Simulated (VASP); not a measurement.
A run of VASP 6.6.1 is set up as follows.

The input INCAR:

```
SYSTEM = HfO2
PREC = Accurate
ENCUT = 600
EDIFF = 1E-7
ISMEAR = 0
SIGMA = 0.02
LREAL = .FALSE.
LASPH = .TRUE.
NELM = 60
ALGO = Normal
ISIF = 3
LWAVE = .FALSE.
LCHARG = .FALSE.
GGA = CA
IBRION = 2
NSW = 100
EDIFFG = -0.005
```

KPOINTS

```
regular mesh
0
G
  4 8 4
  0 0 0
```

POSCAR

```
HfO2
1.0
    5.4854512651      0.0000000000      0.0000000000
    0.0000000000      3.2560558357      0.0000000000
    0.0000000000      0.0000000000      6.3964648797
Hf O
4 8
Direct
    0.7543807645      0.2500000000      0.1133468096
    0.2456192355      0.7500000000      0.8866531904
    0.2543807645      0.2500000000      0.3866531904
    0.7456192355      0.7500000000      0.6133468096
    0.9749380498      0.7500000000      0.3385293711
    0.0250619502      0.2500000000      0.6614706289
    0.4749380498      0.7500000000      0.1614706289
    0.5250619502      0.2500000000      0.8385293711
    0.8593140404      0.7500000000      0.9264729190
    0.1406859596      0.2500000000      0.0735270810
    0.3593140404      0.7500000000      0.5735270810
    0.6406859596      0.2500000000      0.4264729190
```

Potentials or basis: VASP PAW LDA potentials, release 64 (Hf_pv, O).

The run is started by

```bash
$ cat potpaw_LDA.64/Hf_pv/POTCAR potpaw_LDA.64/O/POTCAR > POTCAR
$ mpirun -np 1 vasp_std > vasp.out
```

Predict the relaxed volume.

9.42 Å³/atom.

Estimate the band gap on the k mesh.

3.18 eV.

What does it give for the space group after relaxing (to 0.1 Å)?

Pnma (No. 62).

Forces on the atoms (eV/Å):
```
Hf   0.001  0.000  0.001
Hf  -0.001  0.000 -0.001
Hf   0.001  0.000 -0.001
Hf  -0.001  0.000  0.001
O   -0.002  0.000 -0.001
O    0.002  0.000  0.001
O   -0.002  0.000  0.001
O    0.002  0.000 -0.001
O    0.003  0.000  0.001
O   -0.003  0.000 -0.001
O    0.003  0.000 -0.001
O   -0.003  0.000  0.001
```

Caveat: spin-orbit coupling is left out, which moves the levels of the heavy elements. A k mesh can miss the band edges.
